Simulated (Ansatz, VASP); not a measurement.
## Two plane-wave programs on Zn

INCAR

```
  PREC = Accurate
  ENCUT = 500
  EDIFF = 1E-6
  ISMEAR = -1
  SIGMA = 0.05
  LREAL = False
  LASPH = True
  NELM = 200
  ALGO = Normal
  ISIF = 2
  LWAVE = False
  LCHARG = False
  LNONCOLLINEAR = True
  MAGMOM = 0 0 0.5
  LORBIT = 11
  GGA = PE
  ALDAC = 0.0
  AGGAC = 0.0
  NBANDS = 23
  GGA_COMPAT = False
```

KPOINTS

```
regular mesh
0
Gamma
  12 12 12
```

The input POSCAR:

```
Zn
1.0
    0.0000000000      1.9647760000      1.9647760000
    1.9647760000      0.0000000000      1.9647760000
    1.9647760000      1.9647760000      0.0000000000
Zn
1
Direct
    0.0000000000      0.0000000000      0.0000000000
```

Contents of input.yaml:

```yaml
crystal:
  lattice:
    - [0.0, 1.964776, 1.964776]
    - [1.964776, 0.0, 1.964776]
    - [1.964776, 1.964776, 0.0]
  atoms:
    - { symbol: Zn, position: [0.0, 0.0, 0.0], spin: 0.5, spin_axis: [0.0, 0.0, 0.5] }
hamiltonian:
  xc: { exchange: pbe, correlation: none }
  pseudopotentials: { kind: paw, source: ansatz }
magnetization:
  noncollinear: true
  spin_orbit: false
kpoints:
  mp_grid: { grid: [12, 12, 12] }
  band_path:
    path:
      - [[0.0, 0.0, 0.0], [0.5, 0.0, 0.5], [0.5, 0.25, 0.75], [0.375, 0.375, 0.75], [0.0, 0.0, 0.0], [0.5, 0.5, 0.5], [0.625, 0.25, 0.625], [0.5, 0.25, 0.75], [0.5, 0.5, 0.5], [0.375, 0.375, 0.75]]
      - [[0.625, 0.25, 0.625], [0.5, 0.0, 0.5]]
    npoints: 14
scf:
  occupations: { method: fermi_dirac, width: 0.05 }
  n_extra_bands: 6
output:
  forces: true
  stress: true
  eigenvalues: true
  fatbands: false
```

Alike in both runs: functional PBE exchange alone; k mesh 12 × 12 × 12; occupations fermi-dirac, width 0.05 eV; non-collinear spin.

|  | VASP | Ansatz |
| --- | --- | --- |
| version | VASP 6.6.1 | Ansatz 0.2.0 |
| potentials or method | VASP PAW PBE potentials, release 64 (Zn) | Ansatz PAW earlier set |
| plane-wave cutoff (eV) | 500 | 660 |
| valence electrons in the cell | 12 | 20 |
| task | single point | band structure |

```csv
,VASP,Ansatz,Ansatz less VASP
gap on the k mesh at the Fermi level (eV),none,none,-
pressure (GPa),15.4,15.0,-0.40
net moment per atom (μB),0.00,0.00,0.000
```

VASP's potentials were made for PBE, not for PBE exchange alone. A gap of «none» marks a metal or a gap that the smearing closes. VASP's potentials hold 12 valence electrons a cell and Ansatz's 20, so a difference there can come from the potentials and not from the codes.
